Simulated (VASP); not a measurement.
# Ag: single point with revPBE+D3(BJ)

Ag:

```
CELL_PARAMETERS angstrom
0.00000 2.05628 2.05628
2.05628 0.00000 2.05628
2.05628 2.05628 0.00000
ATOMIC_POSITIONS crystal
Ag 0.00000 0.00000 0.00000
```

This cell differs from its parent crystal: volume scaled by 1.02.

```yaml
Program: VASP 6.6.1
Task: single point
Functional: revPBE
Dispersion: D3(BJ)
Potentials_or_basis: VASP PAW PBE potentials, release 64 (Ag)
Cutoff: 520 eV
k_mesh: 8 × 8 × 8
Occupations: fermi-dirac, width 0.01 eV
Spin: non-collinear spin, zero start, spin-orbit coupling
Starting_moments: "[[0.0, 0.0, 0.0]] μB"
```

| Property | Result |
| --- | --- |
| Pressure | -4.8 GPa |
| Net moment | 0.00 μB per cell |
| Valence electrons inside the program's atomic spheres | Ag 9.87 |
| Dispersion energy per atom | -1.104 eV |

Moments on the atoms (μB; x, y, z):
```
Ag  0.00 0.00 0.00
```

It took 26 s on 1 thread of Intel(R) Xeon(R) Platinum 8375C CPU @ 2.90GHz (Ice Lake), on a shared host, peak memory 0.21 GiB.

Caveat: the PAW data sets were made with another functional, which shifts forces and pressure a little.
